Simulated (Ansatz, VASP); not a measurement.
# Two plane-wave programs on Co

```
Co
1.0
     2.46145    0.00000    0.00000
    -1.23073    2.13168    0.00000
     0.00000    0.00000    7.97250
Co
4
Direct
  0.00000 0.00000 0.00000
  0.00000 0.00000 0.50000
  0.33333 0.66667 0.25000
  0.66667 0.33333 0.75000
```

Alike in both runs: task single point; functional PBE; k mesh 16 × 16 × 5; occupations fermi-dirac, width 0.05 eV; collinear spin.

|  | VASP | Ansatz |
| --- | --- | --- |
| version | VASP 6.6.1 | Ansatz 0.2.0 |
| potentials or method | VASP PAW PBE potentials, release 64 (Co), cutoff 520 eV | plane waves (420 eV) with PAW, scalar-relativistic |
| valence electrons in the cell | 36 | 68 |

```csv
,VASP,Ansatz,Ansatz less VASP
pressure (GPa),8.2,9.2,+0.93
"traceless stress, the component that is largest in VASP (GPa)",0.51,0.51,-0.005
net moment per atom (μB),1.59,1.59,+0.006
size of the moment on the site where the two differ most (μB),1.61,1.67,+0.064
```

Site moments also hang on the region over which each program counts them. VASP's potentials hold 36 valence electrons a cell and Ansatz's 68, so a difference there can come from the potentials and not from the codes.
